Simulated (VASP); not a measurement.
Here is a VASP 6.6.1 calculation.

File POSCAR:

```
Hg
1.0
    2.4995197406     -1.8671804200      0.0836496533
    2.4995197406      1.8671804200      0.0836496533
   -1.4477689492      0.0000000000      7.9699295613
Hg
3
Direct
    0.6668425224      0.6668425224      0.3333396590
    0.3331574776      0.3331574776      0.6666603410
    0.0000000000      0.0000000000      0.0000000000
```

Contents of INCAR.step1:

```
SYSTEM = Hg
  PREC = Accurate
  ENCUT = 520
  ISMEAR = -1
  SIGMA = 0.02
  LREAL = .False.
  LASPH = .True.
  NELM = 60
  NBANDS = 25
  GGA = PE
  ALGO = Normal
  EDIFF = 1E-4
  LWAVE = .True.
  LCHARG = .False.
```

INCAR.step2

```
SYSTEM = Hg
  PREC = Accurate
  ENCUT = 520
  EDIFF = 1E-6
  ISMEAR = -1
  SIGMA = 0.02
  LREAL = .False.
  LASPH = .True.
  NELM = 60
  ALGO = Normal
  ISIF = 2
  LWAVE = .False.
  LCHARG = .False.
  METAGGA = R2SCAN
  LMIXTAU = .True.
  NBANDS = 25
  ISTART = 1
```

KPOINTS

```
Automatic mesh
0
Gamma
  8 8 4
  0 0 0
```

Potentials or basis: VASP PAW PBE potentials, release 64 (Hg).

The run is started by

```console
$ cat potpaw_PBE.64/Hg/POTCAR > POTCAR
$ cp INCAR.step1 INCAR
$ mpirun -np 1 vasp_std > vasp.out
$ cp INCAR.step2 INCAR
$ mpirun -np 1 vasp_std > vasp.out
```

Task: What does it give for the pressure?

Result: 2.1 GPa.

Task: What does it give for the band gap on the k mesh?

Result: Zero (bands 18 and 19 overlap by 2.30 eV).

Stress tensor (GPa, compression positive):
```
 2.17  0.00 -0.01
 0.00  2.10  0.00
-0.01  0.00  2.07
```

Caveat: the PAW data sets were made with another functional, which shifts forces and pressure a little; spin-orbit coupling is left out, which moves the levels of the heavy elements.
